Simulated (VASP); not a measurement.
Bi, 3 atoms in the cell. The cell holds a slab with vacuum, 3 atoms: a = 4.539 Å, b = 4.539 Å, c = 26.829 Å, α = 90.00°, β = 90.00°, γ = 120.00°. 

* Program: VASP 6.6.1
* Task: single point
* Functional: PBEsol
* Potentials or basis: VASP PAW PBE potentials, release 64 (Bi_d)
* Cutoff: 520 eV
* k mesh: 7 × 7 × 1
* Occupations: fermi-dirac, width 0.05 eV
* Spin: no spin polarisation
* Dipole correction: no
* Further INCAR settings: ALGO = Normal; EDIFF = 1e-07; NBANDS = 30

Potentials or basis: VASP PAW PBE potentials, release 64 (Bi_d).

Run with:

```bash
$ cat potpaw_PBE.64/Bi_d/POTCAR > POTCAR
$ mpirun -np 1 vasp_std > vasp.out
```

Hardware: 1 thread of Intel(R) Xeon(R) Platinum 8488C (Sapphire Rapids) (shared host).

Problem. Estimate the wall time of this run.

Solution. It took 2.7 min on 1 thread of Intel(R) Xeon(R) Platinum 8488C (Sapphire Rapids) (shared host), peak memory 0.56 GiB. Counts: scf iterations 17, k points 8.
